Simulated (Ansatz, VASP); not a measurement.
## HfBe2Si2: VASP beside Ansatz

File INCAR:

```
PREC = Accurate
ENCUT = 600
EDIFF = 1E-7
ISMEAR = 0
SIGMA = 0.1
LREAL = False
LASPH = True
NELM = 80
ALGO = Fast
ISIF = 3
LWAVE = False
LCHARG = False
GGA = PE
IBRION = 2
NSW = 100
EDIFFG = -0.01
```

KPOINTS

```
regular mesh
0
Gamma
  14 14 14
```

The input POSCAR:

```
HfBe2Si2
1.0
   -1.8197640134      1.8197640134      5.0665238333
    1.8197640134     -1.8197640134      5.0665238333
    1.8197640134      1.8197640134     -5.0665238333
Hf Be Si
1 2 2
Direct
    0.5000000000      0.5000000000      0.0000000000
    0.7500000000      0.2500000000      0.5000000000
    0.2500000000      0.7500000000      0.5000000000
    0.1156874893      0.1156874893      0.0000000000
    0.8843125107      0.8843125107      0.0000000000
```

Input for Ansatz:

```yaml
crystal:
  lattice:
    - [-1.8197640134, 1.8197640134, 5.0665238333]
    - [1.8197640134, -1.8197640134, 5.0665238333]
    - [1.8197640134, 1.8197640134, -5.0665238333]
  atoms:
    - { symbol: Hf, position: [0.5, 0.5, 0.0] }
    - { symbol: Be, position: [0.75, 0.25, 0.5] }
    - { symbol: Be, position: [0.25, 0.75, 0.5] }
    - { symbol: Si, position: [0.1156874893, 0.1156874893, 0.0] }
    - { symbol: Si, position: [0.8843125107, 0.8843125107, 0.0] }
basis:
  ecutwfc: 420
kpoints:
  mp_grid: { grid: [14, 14, 14] }
hamiltonian:
  xc: pbe
scf:
  occupations: { method: gaussian, width: 0.1 }
output:
  forces: true
  stress: true
  eigenvalues: true
relax:
  adjacent_minimum: "off"
  f_tol: 0.01
  max_steps: 80
  cell: { stress_tol: 0.05 }
```

Change from the starting cell: species swapped into the KCu2Se2 type (Fmmm, No. 69).

Alike in both runs: task relaxation of cell and atoms; functional PBE; k mesh 14 × 14 × 14; occupations gaussian, width 0.1 eV; no spin polarisation.

|  | VASP | Ansatz |
| --- | --- | --- |
| version | VASP 6.6.1 | Ansatz 0.2.0 |
| potentials or method | VASP PAW PBE potentials, release 64 (Hf_pv, Be, Si), cutoff 600 eV | scalar-relativistic, plane waves, PAW |
| valence electrons in the cell | 22 | 38 |

|  | VASP | Ansatz | Ansatz less VASP |
| --- | --- | --- | --- |
| gap on the k mesh at the Fermi level, each at its own relaxed structure (eV) | none | none | - |
| relaxed volume (Å³/atom) | 13.42 | 13.43 | +0.017 |
| relaxed length of the cell vector where the two differ most in proportion (Å) | 5.664 | 5.665 | +0.0015 |

A gap of «none» marks a metal or a gap that the smearing closes. VASP's potentials hold 22 valence electrons a cell and Ansatz's 38, so a difference there can come from the potentials and not from the codes.

Spin-orbit coupling is off throughout.
